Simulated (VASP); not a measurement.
NiGe:

```xyz
2
Lattice="2.7562 0.0000 0.0000 0.0000 2.7562 0.0000 0.0000 0.0000 3.6126" Properties=species:S:1:pos:R:3 pbc="T T T"
Ni    1.3781    1.3781    1.8063
Ge    0.0000    0.0000    0.0000
```

```yaml
Program: VASP 6.6.1
Task: relaxation of cell and atoms
Functional: PBE
Potentials_or_basis: VASP PAW PBE potentials, release 64 (Ni, Ge_d)
Cutoff: 600 eV
k_mesh: 6 × 6 × 6
Occupations: gaussian, width 0.1 eV
Spin: no spin polarisation
```

At the start: pressure -5.3 GPa; volume 13.72 Å³/atom.

Q: Where does the relaxation end?

A: Over 10 steps the energy falls by 57.6 meV/atom and the volume is 13.12 Å³/atom (-4.4 %); space group P4/mmm (No. 123, to 0.05 Å).

Step by step:
```
step  energy change (eV)  largest force (eV/Å)  pressure (GPa)  volume (Å³)
   1              0.0000                0.0000           -5.33        27.44
   2             -0.0421                0.0000            3.29        25.66
   3             -0.0425                0.0000            2.37        25.82
   4             -0.0684                0.0000            2.00        25.92
   5             -0.0823                0.0000            1.68        25.99
   6             -0.1029                0.0000            1.22        26.07
   7             -0.1074                0.0000            1.08        26.08
   8             -0.1147                0.0000            0.88        26.06
   9             -0.1137                0.0000           -1.56        26.56
  10             -0.1152                0.0000           -0.07        26.24
```

Final structure:
```
Ni Ge
1.0
     2.95363    0.00000    0.00000
     0.00000    2.95363    0.00000
     0.00000    0.00000    3.00819
Ni Ge
1 1
Direct
  0.50000 0.50000 0.50000
  0.00000 0.00000 0.00000
```

Caveat: the k points lie up to 0.35 Å⁻¹ apart in the final cell.
